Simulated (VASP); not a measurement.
# BN (P4_2/mnm) in VASP: single point with PBEsol

Aim: the single point of BN with PBEsol.

Program: VASP 6.6.1. These are calculated values, not measurements. Logs are shortened: lines on timing, memory, paths and dates and some standing lists are left out, and cuts for length are marked.

## Step 1: The cell of the first run

It takes space group P4_2/mnm (No. 136, tetragonal). Conventional cell: a = 4.424 Å, b = 4.424 Å, c = 2.550 Å, α = 90.00°, β = 90.00°, γ = 90.00°. Within 2.1 Å of B (site symmetry m2m) lie 4 N at 1.54 to 1.60 Å. N (site symmetry m2m) has 4 B at 1.54 to 1.60 Å within 2.1 Å.

## Step 2: Single point, PBEsol

Input file INCAR:

```
SYSTEM = BN
ALGO = Normal ; EDIFF = 1E-7
ENCUT = 520 ; GGA = PS
ISIF = 2 ; ISMEAR = 0
LASPH = .True. ; LCHARG = .True.
LELF = .True. ; LREAL = .False.
LVHAR = .True. ; LWAVE = .False.
NBANDS = 26 ; NELM = 100
PREC = Accurate ; SIGMA = 0.01
```

Input file KPOINTS:

```
k-points
0
Gamma
  4 4 7
  0 0 0
```

Input file POSCAR:

```
BN
1.0
    4.4242230000      0.0000000000      0.0000000000
    0.0000000000      4.4242230000      0.0000000000
    0.0000000000      0.0000000000      2.5503560000
B N
4 4
Direct
    0.1742830007      0.8257169993      0.5000000000
    0.3257169993      0.3257169993      0.0000000000
    0.6742830007      0.6742830007      0.0000000000
    0.8257169993      0.1742830007      0.5000000000
    0.8126009991      0.8126009991      0.5000000000
    0.3126009991      0.6873990009      0.0000000000
    0.6873990009      0.3126009991      0.0000000000
    0.1873990009      0.1873990009      0.5000000000
```

Potentials or basis: VASP PAW PBE potentials, release 64 (B, N).

Command:

```bash
cat potpaw_PBE.64/B/POTCAR potpaw_PBE.64/N/POTCAR > POTCAR
mpirun -np 1 vasp_std > vasp.out
```

OUTCAR:

```text
SYSTEM = BN
   EDIFF = 1E-7
   ENCUT = 520
   GGA = PS
   ISIF = 2
   ISMEAR = 0
   LASPH = .True.
   LREAL = .False.
   NELM = 100
   PREC = Accurate

 ion  position               nearest neighbor table
   1  0.174  0.826  0.500-   6 1.54   6 1.54   8 1.60   5 1.60
   2  0.326  0.326  0.000-   8 1.54   8 1.54   6 1.60   7 1.60
   3  0.674  0.674  0.000-   5 1.54   5 1.54   7 1.60   6 1.60
   4  0.826  0.174  0.500-   7 1.54   7 1.54   8 1.60   5 1.60
   5  0.813  0.813  0.500-   3 1.54   3 1.54   4 1.60   1 1.60
   6  0.313  0.687  0.000-   1 1.54   1 1.54   3 1.60   2 1.60
   7  0.687  0.313  0.000-   4 1.54   4 1.54   2 1.60   3 1.60
   8  0.187  0.187  0.500-   2 1.54   2 1.54   4 1.60   1 1.60

  LATTYP: Found a simple tetragonal cell.
 ALAT       =     4.4242230000
 C/A-ratio  =     0.5764528596

  Lattice vectors:

 A1 = (   4.4242230000,   0.0000000000,   0.0000000000)
 A2 = (   0.0000000000,   4.4242230000,   0.0000000000)
 A3 = (   0.0000000000,   0.0000000000,   2.5503560000)

Analysis of symmetry for initial positions (statically):
=====================================================================
 Subroutine PRICEL returns:
 Original cell was already a primitive cell.

 Routine SETGRP: Setting up the symmetry group for a
 simple tetragonal supercell.

 Subroutine GETGRP returns: Found 16 space group operations
 (whereof  8 operations were pure point group operations)
 out of a pool of 16 trial point group operations.

The static configuration has the point symmetry D_2h.
 The point group associated with its full space group is D_4h.

Analysis of symmetry for dynamics (positions and initial velocities):
=====================================================================
 Subroutine PRICEL returns:
 Original cell was already a primitive cell.

 Routine SETGRP: Setting up the symmetry group for a
 simple tetragonal supercell.

 Subroutine GETGRP returns: Found 16 space group operations
 (whereof  8 operations were pure point group operations)
 out of a pool of 16 trial point group operations.

The dynamic configuration has the point symmetry D_2h.
 The point group associated with its full space group is D_4h.

 Subroutine INISYM returns: Found 16 space group operations
 (whereof  8 operations are pure point group operations),
 and found     1 'primitive' translations

----------------------------------------------------------------------------------------

                                     Primitive cell

  volume of cell :      49.9200

  direct lattice vectors                    reciprocal lattice vectors
     4.424223000  0.000000000  0.000000000     0.226028390  0.000000000  0.000000000
     0.000000000  4.424223000  0.000000000     0.000000000  0.226028390  0.000000000
     0.000000000  0.000000000  2.550356000     0.000000000  0.000000000  0.392102122

  length of vectors
     4.424223000  4.424223000  2.550356000     0.226028390  0.226028390  0.392102122

  position of ions in fractional coordinates (direct lattice)
     0.174283001  0.825716999  0.500000000
     0.325716999  0.325716999  0.000000000
     0.674283001  0.674283001  0.000000000
     0.825716999  0.174283001  0.500000000
     0.812600999  0.812600999  0.500000000
     0.312600999  0.687399001  0.000000000
     0.687399001  0.312600999  0.000000000
     0.187399001  0.187399001  0.500000000

  ion indices of the primitive-cell ions
   primitive index   ion index
                 1           1
                 2           2
                 3           3
                 4           4
                 5           5
                 6           6
                 7           7
                 8           8

----------------------------------------------------------------------------------------

 KPOINTS: k-points

Automatic generation of k-mesh.
 Grid dimensions read from file:
 generate k-points for:    4    4    7

 Generating k-lattice:

  Cartesian coordinates                     Fractional coordinates (reciprocal lattice)
     0.056507097  0.000000000  0.000000000     0.250000000  0.000000000  0.000000000
     0.000000000  0.056507097  0.000000000     0.000000000  0.250000000  0.000000000
     0.000000000  0.000000000  0.056014589     0.000000000  0.000000000  0.142857143

  Length of vectors
     0.056507097  0.056507097  0.056014589

  Shift w.r.t. Gamma in fractional coordinates (k-lattice)
     0.000000000  0.000000000  0.000000000

 Subroutine IBZKPT returns following result:
 ===========================================

 Found     24 irreducible k-points:

 Following reciprocal coordinates:
            Coordinates               Weight
  0.000000  0.000000  0.000000      1.000000
  0.250000  0.000000  0.000000      4.000000
  0.500000  0.000000  0.000000      2.000000
  0.250000  0.250000  0.000000      4.000000
  0.500000  0.250000  0.000000      4.000000
  0.500000  0.500000  0.000000      1.000000
[... 16 lines left out ...]
  0.500000  0.250000  0.428571      8.000000
  0.500000  0.500000  0.428571      2.000000
   k-points           NKPTS =     24   k-points in BZ     NKDIM =     24   number of bands    NBANDS=     26
   number of dos      NEDOS =    301   number of ions     NIONS =      8
   total plane-waves  NPLWV =  25920
   dimension x,y,z NGX =    36 NGY =   36 NGZ =   20
   dimension x,y,z NGXF=    72 NGYF=   72 NGZF=   40
   ions per type =               4   4
   NGX,Y,Z   is equivalent  to a cutoff of  13.53, 13.53, 13.04 a.u.
   NGXF,Y,Z  is equivalent  to a cutoff of  27.05, 27.05, 26.07 a.u.
 SYSTEM =  BN
   PREC   = accura    normal or accurate (medium, high low for compatibility)
   ISTART =      0    job   : 0-new  1-cont  2-samecut
   ICHARG =      2    charge: 1-file 2-atom 10-const
   ISPIN  =      1    spin polarized calculation?
   LNONCOLLINEAR =      F non collinear calculations
   LSORBIT =      F    spin-orbit coupling
   LASPH  =      T    aspherical Exc in radial PAW
   ENCUT  =  520.0 eV  38.22 Ry    6.18 a.u.   8.23  8.23  4.74*2*pi/ulx,y,z
   NELM   =    100;   NELMIN=  2; NELMDL= -5     # of ELM steps
   EDIFF  = 0.1E-06   stopping-criterion for ELM
   LREAL  =      F    real-space projection
   EDIFFG = 0.1E-05   stopping-criterion for IOM
   NSW    =      0    number of steps for IOM
   IBRION =     -1    ionic relax: 0-MD 1-quasi-New 2-CG
   NFREE  =      0    steps in history (QN), initial steepest desc. (CG)
   ISIF   =      2    stress and relaxation
   ISYM   =      2    0-nonsym 1-usesym 2-fastsym
   POTIM  = 0.5000    time-step for ionic-motion
   TEBEG  =    0.0;   TEEND  =   0.0 temperature during run
   PSTRESS=    0.0 pullay stress
   NELECT =      32.0000    total number of electrons
   NUPDOWN=      -1.0000    fix difference up-down
   EMIN   =  10.00;   EMAX   =-10.00  energy-range for DOS
   EFERMI =   0.00;   METHOD = LEGACY
   ISMEAR =     0;   SIGMA  =   0.01  broadening in eV -4-tet -1-fermi 0-gaus
   EFERMI_NEDOS =   21; number of points for ismear=-14 and -15
   IALGO  =     38    algorithm
   IMIX   =      4    mixing-type and parameters
     AMIX     =   0.40;   BMIX     =  1.00
     AMIX_MAG =   1.60;   BMIX_MAG =  1.00
  volume/ion in A,a.u.               =       6.24        42.11
  Fermi-wavevector in a.u.,A,eV,Ry     =   1.411562  2.667465 27.109698  1.992507
  Thomas-Fermi vector in A             =   2.533400
   LORBIT       =      0    0 simple, 1 ext, 2 COOP (PROOUT), +10 PAW based schemes
   GGA     = PS    functional components
   LHFCALC =     F    Hartree Fock is set to
   AEXX    =    0.0000 exact exchange contribution
   IVDW    =     0    specifies the selected vdW correction
   LEPSILON=     F    determine dielectric tensor
   LRPA    =     F    only Hartree local field effects (RPA)
 non-spin polarized calculation
 Gauss-broadening in eV      SIGMA  =   0.01
  energy-cutoff  :      520.00
  volume of cell :       49.92
 maximum number of plane-waves:      1362
 NGX is ok and might be reduce to    36
   NGX = 17   NGY = 17   NGZ =  9

 number of electron      32.0000005 magnetization

 Free energy of the ion-electron system (eV)
  ---------------------------------------------------
  ext. energy  EPLUGINS =         0.00000000
  ---------------------------------------------------
  free energy    TOTEN  =       -72.47207493 eV

  energy without entropy =      -72.47207493  energy(sigma->0) =      -72.47207493

 E-fermi :   6.8560     XC(G=0): -12.6486

 val. band max:        6.7569440507   @ k =   0.0000   0.0000   0.0000
 cond. band min:      11.3722338903   @ k =   0.0000   0.0000   0.2857
 fundamental gap:      4.6152898396
 Fermi energy:         6.8559603381

 k-point     1 :       0.0000    0.0000    0.0000
  band No.  band energies     occupation
      1     -13.2532      2.00000
      2      -9.2248      2.00000
      3      -9.2248      2.00000
      4      -8.9768      2.00000
      5      -3.0603      2.00000
      6      -2.4485      2.00000
[... 18 lines left out ...]
     25      16.9354      0.00000
     26      19.5184      0.00000

 k-point     2 :       0.2500    0.0000    0.0000
  band No.  band energies     occupation
      1     -12.9305      2.00000
      2     -10.5865      2.00000
      3      -9.0239      2.00000
      4      -8.3387      2.00000
      5      -3.3620      2.00000
      6      -1.7130      2.00000
[... 18 lines left out ...]
     25      18.1076      0.00000
     26      18.6352      0.00000

 k-point     3 :       0.5000    0.0000    0.0000
  band No.  band energies     occupation
      1     -11.9952      2.00000
      2     -11.9952      2.00000
      3      -8.5530      2.00000
      4      -8.5530      2.00000
      5      -3.0048      2.00000
      6      -3.0048      2.00000
[... 18 lines left out ...]
     25      18.0162      0.00000
     26      18.0162      0.00000

 k-point     4 :       0.2500    0.2500    0.0000
  band No.  band energies     occupation
      1     -12.6178      2.00000
      2     -10.6923      2.00000
      3      -9.6768      2.00000
      4      -8.4654      2.00000
      5      -2.9430      2.00000
      6      -1.0086      2.00000
[... 18 lines left out ...]
     25      18.5903      0.00000
     26      19.1481      0.00000

 k-point     5 :       0.5000    0.2500    0.0000
  band No.  band energies     occupation
      1     -11.7340      2.00000
      2     -11.7340      2.00000
      3      -9.2589      2.00000
      4      -9.2589      2.00000
      5      -1.9047      2.00000
      6      -1.9047      2.00000
[... 18 lines left out ...]
     25      18.4349      0.00000
     26      18.4349      0.00000

 k-point     6 :       0.5000    0.5000    0.0000
  band No.  band energies     occupation
      1     -11.3014      2.00000
      2     -11.3014      2.00000
      3     -10.0440      2.00000
      4     -10.0440      2.00000
      5      -0.4595      2.00000
      6      -0.4595      2.00000
[... 427 lines left out ...]
 k-point    21 :       0.5000    0.0000    0.4286
  band No.  band energies     occupation
      1      -9.7172      2.00000
      2      -9.7172      2.00000
      3      -7.8976      2.00000
      4      -7.8976      2.00000
      5      -2.2615      2.00000
      6      -2.2615      2.00000
[... 18 lines left out ...]
     25      19.5856      0.00000
     26      19.5857      0.00000

 k-point    22 :       0.2500    0.2500    0.4286
  band No.  band energies     occupation
      1     -10.1212      2.00000
      2      -9.2254      2.00000
      3      -7.8985      2.00000
      4      -7.8606      2.00000
      5      -3.1537      2.00000
      6      -2.0012      2.00000
[... 18 lines left out ...]
     25      18.8108      0.00000
     26      19.6415      0.00000

 k-point    23 :       0.5000    0.2500    0.4286
  band No.  band energies     occupation
      1      -9.5889      2.00000
      2      -9.5889      2.00000
      3      -7.9829      2.00000
      4      -7.9829      2.00000
      5      -2.9675      2.00000
      6      -2.9675      2.00000
[... 18 lines left out ...]
     25      19.5211      0.00000
     26      19.5211      0.00000

 k-point    24 :       0.5000    0.5000    0.4286
  band No.  band energies     occupation
      1      -9.4319      2.00000
      2      -9.4319      2.00000
      3      -8.1064      2.00000
      4      -8.1064      2.00000
      5      -3.2552      2.00000
      6      -3.2552      2.00000
[... 18 lines left out ...]
     25      20.8928      0.00000
     26      20.8928      0.00000

------------------------ aborting loop because EDIFF is reached ----------------------------------------

  FORCE on cell =-STRESS in cart. coord.  units (eV):
  Direction    XX          YY          ZZ          XY          YZ          ZX
  --------------------------------------------------------------------------------------
  -------------------------------------------------------------------------------------
  Total       -1.6205273     -1.6205273     -1.5867745      0.0000000      0.0000000      0.0000000
  in kB      -52.0106302    -52.0106302    -50.9273378      0.0000000      0.0000000      0.0000000
  external PRESSURE =     -51.6495327 kB  Pullay stress =       0.0000000 kB

 VOLUME and BASIS-vectors are now :
 -----------------------------------------------------------------------------
  energy-cutoff  :      520.00
  volume of cell :       49.92
      direct lattice vectors                 reciprocal lattice vectors
     4.424223000  0.000000000  0.000000000     0.226028390  0.000000000  0.000000000
     0.000000000  4.424223000  0.000000000     0.000000000  0.226028390  0.000000000
     0.000000000  0.000000000  2.550356000     0.000000000  0.000000000  0.392102122

 POSITION                                       TOTAL-FORCE (eV/Angst)
 -----------------------------------------------------------------------------------
      0.77107      3.65316      1.27518        -0.005633      0.005633     -0.000000
      1.44104      1.44104      0.00000         0.005633      0.005633     -0.000000
      2.98318      2.98318      0.00000        -0.005633     -0.005633      0.000000
      3.65316      0.77107      1.27518         0.005633     -0.005633      0.000000
      3.59513      3.59513      1.27518         0.004035      0.004035     -0.000000
      1.38302      3.04121      0.00000         0.004035     -0.004035     -0.000000
      3.04121      1.38302      0.00000        -0.004035      0.004035     -0.000000
      0.82909      0.82909      1.27518        -0.004035     -0.004035      0.000000
 -----------------------------------------------------------------------------------
    total drift:                                0.000000     -0.000000      0.000000

  FREE ENERGIE OF THE ION-ELECTRON SYSTEM (eV)
  ---------------------------------------------------
  free  energy   TOTEN  =       -72.4720749349 eV

  energy  without entropy=      -72.4720749349  energy(sigma->0) =      -72.47207493
```

Wall time 28 s (1 thread of AMD EPYC 7R13 (Zen 3), shared host); peak memory 0.14 GiB.

Results:

```yaml
Free_energy: -72.4721 eV
Pressure: -5.2 GPa
Largest_force: 0.008 eV/Å
Band_gap_on_the_k_mesh: 4.62 eV, indirect (least direct gap 6.00 eV)
```

Forces in eV/Å, atoms in the order of the input:
```
B   -0.006  0.006  0.000
B    0.006  0.006  0.000
B   -0.006 -0.006  0.000
B    0.006 -0.006  0.000
N    0.004  0.004  0.000
N    0.004 -0.004  0.000
N   -0.004  0.004  0.000
N   -0.004 -0.004  0.000
```

Caveat: the PAW data sets were made with another functional, which shifts forces and pressure a little. A k mesh can miss the band edges.
